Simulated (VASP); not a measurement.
Write the native input for VASP 6.6.1 that does the following.

* Task: single point
* Functional: PBE
* Potentials or basis: VASP PAW PBE potentials, release 64 (Hf_pv, O)
* Cutoff: 520 eV
* k mesh: 9 × 9 × 9
* Occupations: fermi-dirac, width 0.01 eV
* Spin: no spin polarisation
* Dipole correction: no
* Further INCAR settings: ALGO = Normal; EDIFF = 1e-06; NBANDS = 18

The structure of HfO2 lies in POSCAR:

```
HfO2
1.0
    0.0000000000      2.5830750000      2.5575000000
    2.5830750000      0.0000000000      2.5575000000
    2.5830750000      2.5830750000      0.0000000000
Hf O
1 2
Direct
    0.0000000000      0.0000000000      0.0000000000
    0.2500000000      0.2500000000      0.2500000000
    0.7500000000      0.7500000000      0.7500000000
```

This cell differs from its parent crystal: equal xx and yy strain of +1 %.

These files were run (other wordings do the same):

INCAR

```
SYSTEM = HfO2
PREC = Accurate
ENCUT = 520
EDIFF = 1E-6
ISMEAR = -1
SIGMA = 0.01
LREAL = .False.
LASPH = .True.
NELM = 60
ALGO = Normal
ISIF = 2
LWAVE = .False.
LCHARG = .False.
GGA = PE
NBANDS = 18
```

KPOINTS

```
regular mesh
0
Gamma
  9 9 9
  0 0 0
```

Potentials or basis: VASP PAW PBE potentials, release 64 (Hf_pv, O).

Launch:

```console
$ cat potpaw_PBE.64/Hf_pv/POTCAR potpaw_PBE.64/O/POTCAR > POTCAR
$ mpirun -np 1 vasp_std > vasp.out
```

It gave:

The pressure is -10.3 GPa and the band gap on the k mesh is 3.70 eV, indirect (least direct gap 3.81 eV).

Caveat: the cell differs from its parent crystal (equal xx and yy strain of +1 %); spin-orbit coupling is left out, which moves the levels of the heavy elements.

It took 18 s on 1 thread of Intel(R) Xeon(R) 6975P-C (Granite Rapids), on a shared host, peak memory 0.18 GiB.
